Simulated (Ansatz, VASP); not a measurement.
## One calculation of HfN, two programs

INCAR

```
SYSTEM = HfN
  ALGO = Normal
  EDIFF = 1E-6
  EDIFFG = -0.01
  ENCUT = 600
  GGA = PE
  IBRION = 2
  ISIF = 3
  ISMEAR = 0
  LASPH = .TRUE.
  LCHARG = .FALSE.
  LREAL = .FALSE.
  LWAVE = .FALSE.
  NELM = 60
  NSW = 100
  PREC = Accurate
  SIGMA = 0.1
```

Contents of KPOINTS:

```
k-points
0
G
  24 24 20
  0 0 0
```

Contents of POSCAR:

```
HfN
1.0
    3.1037467598      0.0000000000      0.0000000000
   -1.5518733799      2.6879235409      0.0000000000
    0.0000000000      0.0000000000      2.9040778095
Hf N
1 1
Direct
    0.0000000000      0.0000000000      0.0000000000
    0.6666666667      0.3333333333      0.5000000000
```

Input for Ansatz:

```yaml
crystal:
  lattice:
    - [3.1037467598, 0.0, 0.0]
    - [-1.5518733799, 2.6879235409, 0.0]
    - [0.0, 0.0, 2.9040778095]
  atoms:
    - { symbol: Hf, position: [0.0, 0.0, 0.0] }
    - { symbol: "N", position: [0.6666666667, 0.3333333333, 0.5] }
basis:
  ecutwfc: 420
kpoints:
  mp_grid: { grid: [24, 24, 20] }
hamiltonian:
  xc: pbe
scf:
  occupations: { method: gaussian, width: 0.1 }
output:
  forces: true
  stress: true
  eigenvalues: true
relax:
  adjacent_minimum: "off"
  f_tol: 0.01
  max_steps: 80
  cell: { stress_tol: 0.05 }
```

Alike in both runs: task relaxation of cell and atoms; functional PBE; k mesh 24 × 24 × 20; occupations gaussian, width 0.1 eV; no spin polarisation.

|  | VASP | Ansatz |
| --- | --- | --- |
| version | VASP 6.6.1 | Ansatz 0.2.0 |
| potentials or method | VASP PAW PBE potentials, release 64 (Hf_pv, N), cutoff 600 eV | scalar-relativistic, plane waves, PAW |
| valence electrons in the cell | 15 | 31 |

VASP gave:

* gap on the k mesh at the Fermi level, each at its own relaxed structure (eV): none
* relaxed volume (Å³/atom): 12.01
* relaxed cell length with the largest relative difference (Å): 2.902

**Question.** What did Ansatz give for the same quantities?

**Answer.** gap on the k mesh at the Fermi level, each at its own relaxed structure (eV): none; relaxed volume (Å³/atom): 12.12; relaxed cell length with the largest relative difference (Å): 2.911.

A gap of «none» marks a metal or a gap that the smearing closes. VASP's potentials hold 15 valence electrons a cell and Ansatz's 31, so a difference there can come from the potentials and not from the codes.

Neither program's run includes spin-orbit coupling.
